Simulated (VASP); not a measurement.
# TiSi16 (a cell with a defect) in VASP: notebook, part 3 of 3

VASP 6.6.1. The steps go on from the part before.

## Step 4: Single point, PBE+D3(BJ)

Contents of INCAR:

```
PREC = Accurate
ENCUT = 520
EDIFF = 1E-6
ISMEAR = 0
SIGMA = 0.05
LREAL = Auto
LASPH = True
NELM = 100
ALGO = Normal
ISIF = 2
LWAVE = False
LCHARG = True
GGA = PE
IVDW = 12
LELF = True
LVHAR = True
NBANDS = 52
```

Contents of KPOINTS:

```
regular mesh
0
Gamma
  2 2 2
```

Contents of POSCAR:

```
TiSi16
1.0
    0.0000000000      5.4300000000      5.4300000000
    5.4300000000      0.0000000000      5.4300000000
    5.4300000000      5.4300000000      0.0000000000
Si Ti
16 1
Direct
   -0.0157773481     -0.0149815838      0.0464963168
    0.1249773481      0.1255987109      0.1358025783
    0.0091563536      0.0096106814      0.5085779006
    0.1085498158      0.1093888582      0.6736597606
    0.0153348987      0.4992339779     -0.0134547882
    0.1251755064      0.6144627993      0.1351561694
    0.0093948435      0.4734930018      0.5078685083
    0.1595042357      0.6138994475      0.6129025783
    0.4986292818      0.0150160221     -0.0120944751
    0.6135203499      0.1254081952      0.1362546041
    0.4729044199      0.0093263352      0.5090655617
    0.6134867403      0.1589869245      0.6144521179
    0.4988852670      0.4990486188     -0.0128016575
    0.6411476980      0.6412232044      0.0768265193
    0.5178654696      0.5170737569      0.4480428177
    0.6139432781      0.6137193370      0.6135948435
    0.7841754144      0.7838190608      0.6486284530
```

Potentials or basis: VASP PAW PBE potentials, release 64 (Si, Ti_sv).

The run is started by

```
$ cat potpaw_PBE.64/Si/POTCAR potpaw_PBE.64/Ti_sv/POTCAR > POTCAR
$ mpirun -np 1 vasp_std > vasp.out
```

OUTCAR:

```text
PREC = Accurate
   ENCUT = 520
   EDIFF = 1E-6
   ISMEAR = 0
   LREAL = Auto
   LASPH = True
   NELM = 100
   ISIF = 2
   GGA = PE
   IVDW = 12
 IVDW          = 12

 ion  position               nearest neighbor table
   1  0.984  0.985  0.046-   6 2.33   2 2.34  10 2.34   4 2.34
   2  0.125  0.126  0.136-   1 2.34   3 2.34   9 2.35   5 2.35
   3  0.009  0.010  0.509-   4 2.30   2 2.34  12 2.49   8 2.49  17 2.53
   4  0.109  0.109  0.674-   7 2.30   3 2.30  11 2.30   1 2.34
   5  0.015  0.499  0.987-   8 2.35   6 2.35   2 2.35  14 2.36
   6  0.125  0.614  0.135-   1 2.33   7 2.34  13 2.35   5 2.35
[... 651 lines left out ...]
  Total       2.75163     2.78648     2.77187    -1.17397     1.15079     1.17924
  in kB      13.76803    13.94240    13.86928    -5.87406     5.75807     5.90041
  external pressure =       13.86 kB  Pullay stress =        0.00 kB

 VOLUME and BASIS-vectors are now :
 -----------------------------------------------------------------------------
  energy-cutoff  :      520.00
  volume of cell :      320.21
      direct lattice vectors                 reciprocal lattice vectors
     0.000000000  5.430000000  5.430000000    -0.092081031  0.092081031  0.092081031
     5.430000000  0.000000000  5.430000000     0.092081031 -0.092081031  0.092081031
     5.430000000  5.430000000  0.000000000     0.092081031  0.092081031 -0.092081031

 POSITION                                       TOTAL-FORCE (eV/Angst)
 -----------------------------------------------------------------------------------
      5.60113      5.59680     10.69298        -0.115426     -0.118146      0.117240
      1.41941      1.41604      1.36063        -0.087262     -0.086348      0.034902
      2.81376      2.81130      0.10191        -0.103471     -0.097179     -0.054622
      4.25195      4.24740      1.18341        -0.083395     -0.079722      0.080228
      8.06778      5.44021      2.79411        -0.077997     -0.038867      0.078731
      4.07043      1.41360      4.01624        -0.034528     -0.085485      0.087217
[... 9 lines left out ...]
      6.66432      6.66553      6.66621        -0.109687     -0.113060      0.085231
      7.77819      7.78012      8.51421         1.142898      1.140505     -1.152320
 -----------------------------------------------------------------------------------
    total drift:                               -0.002547     -0.003588     -0.001893

  FREE ENERGIE OF THE ION-ELECTRON SYSTEM (eV)
  ---------------------------------------------------
  free  energy   TOTEN  =       -97.0247313436 eV

  energy  without entropy=      -97.0074005589  energy(sigma->0) =      -97.01606595
```

It took 8.9 min on 1 thread of Intel Xeon 8259CL, shared host; peak memory 0.49 GiB.

Results:

* Free energy: -97.0247 eV
* Pressure: 1.4 GPa
* Largest force: 1.984 eV/Å
* Band gap on the k mesh: zero (bands 38 and 39 overlap by 0.33 eV)
* Dispersion energy per atom: -0.343 eV

Forces on the atoms (eV/Å):
```
Si  -0.115 -0.118  0.117
Si  -0.087 -0.086  0.035
Si  -0.103 -0.097 -0.055
Si  -0.083 -0.080  0.080
Si  -0.078 -0.039  0.079
Si  -0.035 -0.085  0.087
Si   0.054 -0.096  0.101
Si  -0.108 -0.090  0.111
Si  -0.037 -0.076  0.077
Si  -0.088 -0.037  0.089
Si  -0.103  0.058  0.102
Si  -0.082 -0.113  0.112
Si  -0.075 -0.075  0.041
Si  -0.016 -0.023  0.015
Si  -0.074 -0.071  0.075
Si  -0.110 -0.113  0.085
Ti   1.143  1.141 -1.152
```

Levels at points of the mesh, in eV from the Fermi level:
```
           k point  band 35  band 36  band 37  band 38  band 39  band 40  band 41  band 42
(0.00, 0.00, 0.00)    -1.18    -0.76    -0.59    -0.28    -0.28    -0.05    -0.05     0.10
(0.50, 0.00, 0.00)    -1.39    -1.31    -0.34    -0.01     0.14     0.59     0.62     0.74
(0.00, 0.50, 0.00)    -1.39    -1.31    -0.35    -0.01     0.14     0.59     0.61     0.74
(0.00, 0.00, 0.50)    -1.36    -1.36    -0.23    -0.23    -0.21     0.70     0.70     0.72
(0.50, 0.50, 0.50)    -1.39    -1.31    -0.35    -0.01     0.14     0.59     0.61     0.74
(0.50, 0.50, 0.00)    -1.88    -1.80    -0.27     0.05     0.29     0.65     0.89     1.01
(0.00, 0.50, 0.50)    -1.88    -1.80    -0.27     0.05     0.29     0.66     0.89     1.01
(0.50, 0.00, 0.50)    -1.88    -1.80    -0.26     0.05     0.29     0.65     0.89     1.01
```

Caveat: the k points lie up to 0.50 Å⁻¹ apart.

## Step 5: Single point, PBE+D3(BJ)

Contents of INCAR:

```
ALGO = Normal
EDIFF = 1E-6
ENCUT = 520
GGA = PE
ISIF = 2
ISMEAR = 0
IVDW = 12
LASPH = T
LCHARG = F
LREAL = Auto
LWAVE = F
NBANDS = 52
NELM = 100
PREC = Accurate
SIGMA = 0.05
```

Contents of KPOINTS:

```
k-points
0
Gamma
  2 2 2
```

Contents of POSCAR:

```
TiSi16
1.0
    0.0000000000      5.4300000000      5.4300000000
    5.4300000000      0.0000000000      5.4300000000
    5.4300000000      5.4300000000      0.0000000000
Si Ti
16 1
Direct
   -0.0107232965     -0.0104588398      0.0324402394
    0.1253101289      0.1256804788      0.1309672192
    0.0062568140      0.0074954880      0.5050164825
    0.1131635359      0.1136440147      0.6605476980
    0.0141648250      0.4988675875     -0.0114598527
    0.1255174954      0.6188302026      0.1305211786
    0.0065735727      0.4820822284      0.5044792818
    0.1472734807      0.6219162063      0.6088747698
    0.4984744015      0.0149346225     -0.0108406998
    0.6186861878      0.1253843462      0.1313033149
    0.4821061694      0.0066498158      0.5055485267
    0.6214177716      0.1482941989      0.6110704420
    0.4988047882      0.4982009208     -0.0112565378
    0.6314811234      0.6324941989      0.1044588398
    0.5107075506      0.5118880295      0.4662955801
    0.6222671271      0.6200531308      0.6101698895
    0.7596627072      0.7602910681      0.7205255064
```

The run is started by

```
$ cat potpaw_PBE.64/Si/POTCAR potpaw_PBE.64/Ti_sv/POTCAR > POTCAR
$ mpirun -np 1 vasp_std > vasp.out
```

Run time: 9.5 min. Hardware: 1 thread of Intel Xeon 8259CL, shared host; peak memory 0.49 GiB.

The run converged. Its results:

```yaml
Free_energy: -97.9277 eV
Pressure: 0.7 GPa
Largest_force: 0.575 eV/Å
Band_gap_on_the_k_mesh: zero (bands 38 and 39 overlap by 0.34 eV)
Dispersion_energy_per_atom: -0.343 eV
```

Forces on the atoms (eV/Å):
```
Si  -0.090 -0.084  0.089
Si  -0.052 -0.052  0.018
Si  -0.068 -0.054 -0.024
Si  -0.086 -0.080  0.086
Si  -0.007 -0.011  0.007
Si  -0.019 -0.051  0.052
Si   0.020 -0.053  0.064
Si   0.009 -0.132 -0.004
Si  -0.012 -0.003 -0.001
Si  -0.052 -0.010  0.054
Si  -0.060  0.028  0.057
Si  -0.125 -0.004 -0.004
Si   0.002 -0.002  0.013
Si   0.118  0.101 -0.117
Si   0.078  0.082 -0.078
Si   0.011 -0.002  0.126
Ti   0.332  0.328 -0.337
```

Stress tensor (GPa, compression positive):
```
 0.69 -0.10  0.05
-0.10  0.75  0.11
 0.05  0.11  0.72
```

Levels at points of the mesh, in eV from the Fermi level:
| k point | band 33 | band 34 | band 35 | band 36 | band 37 | band 38 | band 39 | band 40 | band 41 | band 42 |
| --- | --- | --- | --- | --- | --- | --- | --- | --- | --- | --- |
| (0.00, 0.00, 0.00) | -1.60 | -1.00 | -0.99 | -0.97 | -0.50 | -0.33 | -0.32 | -0.04 | -0.01 | 0.25 |
| (0.50, 0.00, 0.00) | -1.92 | -1.89 | -1.36 | -1.31 | -0.21 | -0.01 | 0.26 | 0.38 | 0.54 | 0.79 |
| (0.00, 0.50, 0.00) | -1.92 | -1.89 | -1.36 | -1.31 | -0.20 | 0.01 | 0.25 | 0.38 | 0.53 | 0.77 |
| (0.00, 0.00, 0.50) | -1.94 | -1.94 | -1.33 | -1.33 | -0.34 | -0.10 | -0.07 | 0.57 | 0.57 | 0.93 |
| (0.50, 0.50, 0.50) | -1.92 | -1.89 | -1.36 | -1.31 | -0.20 | 0.00 | 0.25 | 0.38 | 0.53 | 0.78 |
| (0.50, 0.50, 0.00) | -2.38 | -1.99 | -1.95 | -1.81 | -0.61 | 0.01 | 0.54 | 0.69 | 1.12 | 1.35 |
| (0.00, 0.50, 0.50) | -2.38 | -1.99 | -1.95 | -1.81 | -0.61 | 0.01 | 0.53 | 0.69 | 1.12 | 1.35 |
| (0.50, 0.00, 0.50) | -2.39 | -1.98 | -1.94 | -1.82 | -0.62 | 0.02 | 0.53 | 0.71 | 1.12 | 1.35 |

Caveat: the k points lie up to 0.50 Å⁻¹ apart.

## Step 6: The runs side by side

```tsv
cell	gap on the mesh (eV)	pressure (GPa)	largest force (eV/Å)
as given, atomic positions A	none	0.7	0.58
as given, atomic positions B	none	1.4	1.99
as given, atomic positions C	none	1.4	1.98
as given, atomic positions D	none	0.7	0.58
```

Alike in all rows: task single point; level PBE+D3(BJ); potentials or basis VASP PAW PBE potentials, release 64 (Si, Ti_sv); no spin polarisation; k mesh 2 × 2 × 2; cutoff (eV) 520; smearing gaussian 0.05 eV.

Caveats: all runs use coarse meshes.

Absolute energies hang on the potentials; compare differences alone.
